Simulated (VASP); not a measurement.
A run of VASP 6.6.1 is set up as follows.

File POSCAR:

```
BiTe
1.0
    0.0000000000      3.1689610617      3.1689610617
    3.1689610617      0.0000000000      3.1689610617
    3.1689610617      3.1689610617      0.0000000000
Bi Te
1 1
Direct
    0.0000000000      0.0000000000      0.0000000000
    0.5000000000      0.5000000000      0.5000000000
```

File INCAR.step1:

```
PREC = Accurate
ENCUT = 520
EDIFF = 1E-5
ISMEAR = -1
SIGMA = 0.05
LREAL = False
LASPH = True
NELM = 60
ALGO = Normal
ISIF = 2
LWAVE = True
LCHARG = False
GGA = PE
NBANDS = 18
```

File INCAR.step2:

```
PREC = Accurate
ENCUT = 520
EDIFF = 1E-6
ISMEAR = -1
SIGMA = 0.05
LREAL = False
LASPH = True
NELM = 60
ALGO = Normal
ISIF = 2
LWAVE = False
LCHARG = False
GGA = PE
LHFCALC = True
AEXX = 0.25
PRECFOCK = Normal
ISTART = 1
NBANDS = 18
```

Contents of KPOINTS:

```
regular mesh
0
Gamma
  4 4 4
```

Potentials or basis: VASP PAW PBE potentials, release 64 (Bi_d, Te).

Run with:

```bash
$ cat potpaw_PBE.64/Bi_d/POTCAR potpaw_PBE.64/Te/POTCAR > POTCAR
$ cp INCAR.step1 INCAR
$ mpirun -np 1 vasp_std > vasp.out
$ cp INCAR.step2 INCAR
$ mpirun -np 1 vasp_std > vasp.out
```

Question: Predict the pressure.

Answer: 1.7 GPa.

Caveat: the k points lie up to 0.43 Å⁻¹ apart; the PAW data sets were made with another functional, which shifts forces and pressure a little.
